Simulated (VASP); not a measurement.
# Ru (P6_3/mmc) in VASP: a series of runs, part 2 of 2

VASP 6.6.1.

## 3. Single point, BHLYP

This run uses another cell than the first one, of 14.39 Å³/atom.

POSCAR

```
Ru
1.0
    2.7588683749      0.0000000000      0.0000000000
   -1.3794341875      2.3892500984      0.0000000000
    0.0000000000      0.0000000000      4.3658801443
Ru
2
Direct
    0.6666666667      0.3333333333      0.7500000000
    0.3333333333      0.6666666667      0.2500000000
```

INCAR.step1

```
SYSTEM = Ru
PREC     = Accurate       ! precision mode
ENCUT    = 520            ! plane-wave cutoff, eV
EDIFF    = 1E-5           ! SCF threshold, eV
ISMEAR   = -1             ! smearing method
SIGMA    = 0.05           ! smearing width, eV
LREAL    = .FALSE.        ! projectors in reciprocal space
LASPH    = .TRUE.         ! aspherical terms in the spheres
NELM     = 60             ! most SCF steps
ALGO     = Normal         ! electronic algorithm
ISIF     = 2              ! what is computed and relaxed
LWAVE    = .TRUE.         ! write WAVECAR
LCHARG   = .FALSE.        ! write CHGCAR
NBANDS   = 21             ! bands
GGA      = PE             ! functional
```

INCAR.step2

```
SYSTEM = Ru
PREC     = Accurate       ! precision mode
ENCUT    = 520            ! plane-wave cutoff, eV
EDIFF    = 1E-7           ! SCF threshold, eV
ISMEAR   = -1             ! smearing method
SIGMA    = 0.05           ! smearing width, eV
LREAL    = .FALSE.        ! projectors in reciprocal space
LASPH    = .TRUE.         ! aspherical terms in the spheres
NELM     = 60             ! most SCF steps
ALGO     = Normal         ! electronic algorithm
ISIF     = 2              ! what is computed and relaxed
LWAVE    = .FALSE.        ! write WAVECAR
LCHARG   = .FALSE.        ! write CHGCAR
GGA      = B5             ! functional
LHFCALC  = .TRUE.         ! exact exchange
AEXX     = 0.5            ! exact-exchange fraction
ALDAX    = 0.5          
AGGAX    = 0.5          
AGGAC    = 1.0          
ALDAC    = 0.0          
PRECFOCK = Normal       
NBANDS   = 21             ! bands
ISTART   = 1
```

KPOINTS

```
regular mesh
0
G
  6 6 3
  0 0 0
```

Potentials or basis: VASP PAW PBE potentials, release 64 (Ru_pv).

Started as:

```
$ cat potpaw_PBE.64/Ru_pv/POTCAR > POTCAR
$ cp INCAR.step1 INCAR
$ mpirun -np 1 vasp_std > vasp.out
$ cp INCAR.step2 INCAR
$ mpirun -np 1 vasp_std > vasp.out
```

OUTCAR:

```text
SYSTEM = Ru
   PREC = Accurate
   ENCUT = 520
   EDIFF = 1E-7
   ISMEAR = -1
   LREAL = .FALSE.
   LASPH = .TRUE.
   NELM = 60
   ISIF = 2
   GGA = B5
   LHFCALC = .TRUE.
   AEXX = 0.5
   PRECFOCK = Normal
   ISTART = 1

 ion  position               nearest neighbor table
   1  0.667  0.333  0.750-   2 2.70   2 2.70   2 2.70   2 2.70   2 2.70   2 2.70
   2  0.333  0.667  0.250-   1 2.70   1 2.70   1 2.70   1 2.70   1 2.70   1 2.70

  LATTYP: Found a hexagonal cell.
 ALAT       =     2.7588683749
 C/A-ratio  =     1.5824894671

  Lattice vectors:

 A1 = (   2.7588683749,   0.0000000000,   0.0000000000)
 A2 = (  -1.3794341875,   2.3892500984,   0.0000000000)
 A3 = (   0.0000000000,   0.0000000000,   4.3658801443)

Analysis of symmetry for initial positions (statically):
=====================================================================
 Subroutine PRICEL returns:
 Original cell was already a primitive cell.

 Routine SETGRP: Setting up the symmetry group for a
 hexagonal supercell.

 Subroutine GETGRP returns: Found 24 space group operations
 (whereof 12 operations were pure point group operations)
 out of a pool of 24 trial point group operations.

The static configuration has the point symmetry D_3d.
 The point group associated with its full space group is D_6h.

Analysis of symmetry for dynamics (positions and initial velocities):
=====================================================================
 Subroutine PRICEL returns:
 Original cell was already a primitive cell.

 Routine SETGRP: Setting up the symmetry group for a
 hexagonal supercell.

 Subroutine GETGRP returns: Found 24 space group operations
 (whereof 12 operations were pure point group operations)
 out of a pool of 24 trial point group operations.

The dynamic configuration has the point symmetry D_3d.
 The point group associated with its full space group is D_6h.

 Subroutine INISYM returns: Found 24 space group operations
 (whereof 12 operations are pure point group operations),
 and found     1 'primitive' translations

----------------------------------------------------------------------------------------

                                     Primitive cell

  volume of cell :      28.7783

  direct lattice vectors                    reciprocal lattice vectors
     2.758868375  0.000000000  0.000000000     0.362467456  0.209270683  0.000000000
    -1.379434188  2.389250098  0.000000000     0.000000000  0.418541366  0.000000000
     0.000000000  0.000000000  4.365880144     0.000000000  0.000000000  0.229048890

  length of vectors
     2.758868375  2.758868375  4.365880144     0.418541366  0.418541366  0.229048890

  position of ions in fractional coordinates (direct lattice)
     0.666666667  0.333333333  0.750000000
     0.333333333  0.666666667  0.250000000

  ion indices of the primitive-cell ions
   primitive index   ion index
                 1           1
                 2           2

[... 28 lines left out ...]
  0.000000  0.000000  0.000000      1.000000
  0.166667  0.000000  0.000000      6.000000
  0.333333 -0.000000  0.000000      6.000000
  0.500000  0.000000  0.000000      3.000000
  0.166667  0.166667  0.000000      6.000000
  0.333333  0.166667  0.000000     12.000000
  0.333333  0.333333  0.000000      2.000000
  0.000000  0.000000  0.333333      2.000000
  0.166667  0.000000  0.333333     12.000000
  0.333333 -0.000000  0.333333     12.000000
  0.500000  0.000000  0.333333      6.000000
  0.166667  0.166667  0.333333     12.000000
  0.333333  0.166667  0.333333     24.000000
  0.333333  0.333333  0.333333      4.000000
   k-points           NKPTS =     14   k-points in BZ     NKDIM =    108   number of bands    NBANDS=     21
   number of dos      NEDOS =    301   number of ions     NIONS =      2
   total plane-waves  NPLWV =  18432
   dimension x,y,z NGX =    24 NGY =   24 NGZ =   32
   dimension x,y,z NGXF=    48 NGYF=   48 NGZF=   64
   ions per type =               2
   NGX,Y,Z   is equivalent  to a cutoff of  14.46, 14.46, 12.19 a.u.
   NGXF,Y,Z  is equivalent  to a cutoff of  28.92, 28.92, 24.37 a.u.
 SYSTEM =  Ru
   PREC   = accura    normal or accurate (medium, high low for compatibility)
   ISTART =      1    job   : 0-new  1-cont  2-samecut
   ICHARG =      0    charge: 1-file 2-atom 10-const
   ISPIN  =      1    spin polarized calculation?
   LNONCOLLINEAR =      F non collinear calculations
   LSORBIT =      F    spin-orbit coupling
   LASPH  =      T    aspherical Exc in radial PAW
   ENCUT  =  520.0 eV  38.22 Ry    6.18 a.u.   5.13  5.13  8.12*2*pi/ulx,y,z
   NELM   =     60;   NELMIN=  2; NELMDL=  0     # of ELM steps
   EDIFF  = 0.1E-06   stopping-criterion for ELM
   LREAL  =      F    real-space projection
   EDIFFG = 0.1E-05   stopping-criterion for IOM
   NSW    =      0    number of steps for IOM
   IBRION =     -1    ionic relax: 0-MD 1-quasi-New 2-CG
   NFREE  =      0    steps in history (QN), initial steepest desc. (CG)
   ISIF   =      2    stress and relaxation
   ISYM   =      3    0-nonsym 1-usesym 2-fastsym
   POTIM  = 0.5000    time-step for ionic-motion
   TEBEG  =    0.0;   TEEND  =   0.0 temperature during run
   PSTRESS=    0.0 pullay stress
   NELECT =      28.0000    total number of electrons
   NUPDOWN=      -1.0000    fix difference up-down
   EMIN   =  10.00;   EMAX   =-10.00  energy-range for DOS
   EFERMI =   0.00;   METHOD = LEGACY
   ISMEAR =    -1;   SIGMA  =   0.05  broadening in eV -4-tet -1-fermi 0-gaus
   EFERMI_NEDOS =   21; number of points for ismear=-14 and -15
   IALGO  =     38    algorithm
   IMIX   =      1    mixing-type and parameters
     AMIX     =   0.40;   BMIX     =  1.00
     AMIX_MAG =   1.60;   BMIX_MAG =  1.00
  volume/ion in A,a.u.               =      14.39        97.10
  Fermi-wavevector in a.u.,A,eV,Ry     =   1.622206  3.065525 35.804449  2.631553
  Thomas-Fermi vector in A             =   2.715857
   LORBIT       =      0    0 simple, 1 ext, 2 COOP (PROOUT), +10 PAW based schemes
   GGA     = B5    functional components
   LHFCALC =     T    Hartree Fock is set to
   PRECFOCK=normal    Normal, Fast or Accurate (Low or Medium for compatibility)
   ENCUT4O =  -1.0   cutoff for four orbital integrals eV
   NKREDX  =     1    reduce k-point grid by
   NKREDY  =     1    reduce k-point grid by
   NKREDZ  =     1    reduce k-point grid by
   AEXX    =    0.5000 exact exchange contribution
   HFSCREEN=    0.0000 screening length (either q_TF or 0.3 A-1)
   HFSCREENC=   0.0000 screening length for correlation (either q_TF or 0.3 A-1)
   ENCUTFOCK=  -1.0 apply spherical cutoff to Coloumb kernel
   IVDW    =     0    specifies the selected vdW correction
   LEPSILON=     F    determine dielectric tensor
   LRPA    =     F    only Hartree local field effects (RPA)
 non-spin polarized calculation
  energy-cutoff  :      520.00
  volume of cell :       28.78
 maximum number of plane-waves:       782
 NGX is ok and might be reduce to    24
  NGX = 16; NGY = 16; NGZ = 28

 number of electron      28.0000011 magnetization

 Free energy of the ion-electron system (eV)
  ---------------------------------------------------
  ext. energy  EPLUGINS =         0.00000000
  ---------------------------------------------------
  free energy    TOTEN  =       -26.20410319 eV

  energy without entropy =      -26.20409914  energy(sigma->0) =      -26.20410117

 E-fermi :  11.6196     XC(G=0):  -7.1527

 val. band max:       11.1022877392   @ k =   0.1667   0.1667   0.0000
 cond. band min:      12.1371247303   @ k =   0.5000   0.0000   0.3333
 fundamental gap:      1.0348369911
 Fermi energy:        11.6195996930

 k-point     1 :       0.0000    0.0000    0.0000
  band No.  band energies     occupation
      1     -38.8104      2.00000
      2     -37.7461      2.00000
      3     -37.7461      2.00000
      4     -37.5496      2.00000
      5     -37.5496      2.00000
      6     -37.5123      2.00000
[... 325 lines left out ...]
     20      26.4221      0.00000
     21      26.4736      0.00000

------------------------ aborting loop because EDIFF is reached ----------------------------------------

  FORCE on cell =-STRESS in cart. coord.  units (eV):
  Direction    XX          YY          ZZ          XY          YZ          ZX
  --------------------------------------------------------------------------------------
  -------------------------------------------------------------------------------------
  Total       -3.6773712     -3.6773712     -5.6452380      0.0000000      0.0000000     -0.0000000
  in kB     -204.7310205   -204.7310205   -314.2884614      0.0000000      0.0000000     -0.0000000
  external PRESSURE =    -241.2501675 kB  Pullay stress =       0.0000000 kB

 VOLUME and BASIS-vectors are now :
 -----------------------------------------------------------------------------
  energy-cutoff  :      520.00
  volume of cell :       28.78
      direct lattice vectors                 reciprocal lattice vectors
     2.758868375  0.000000000  0.000000000     0.362467456  0.209270683  0.000000000
    -1.379434188  2.389250098  0.000000000     0.000000000  0.418541366  0.000000000
     0.000000000  0.000000000  4.365880144     0.000000000  0.000000000  0.229048890

 POSITION                                       TOTAL-FORCE (eV/Angst)
 -----------------------------------------------------------------------------------
      1.37943      0.79642      3.27441         0.000000     -0.000000      0.000000
     -0.00000      1.59283      1.09147        -0.000000      0.000000     -0.000000
 -----------------------------------------------------------------------------------
    total drift:                               -0.000000      0.000000      0.000001

  FREE ENERGIE OF THE ION-ELECTRON SYSTEM (eV)
  ---------------------------------------------------
  free  energy   TOTEN  =       -26.2041031931 eV

  energy  without entropy=      -26.2040991391  energy(sigma->0) =      -26.20410117
```

It took 30 min on 1 thread of AMD EPYC 7R13 (Zen 3), shared host; peak memory 0.14 GiB.

Results:

```yaml
Free_energy: -26.2041 eV
Pressure: -24.1 GPa
Band_gap_on_the_k_mesh: zero (bands 14 and 15 overlap by 5.84 eV)
```

Stress tensor (GPa, compression positive):
```
-20.47   0.00   0.00
  0.00 -20.47   0.00
  0.00   0.00 -31.43
```

Caveat: the k points lie up to 0.48 Å⁻¹ apart, too coarse for converged energies and pressures of a metal; the PAW data sets were made with another functional, which shifts forces and pressure a little.
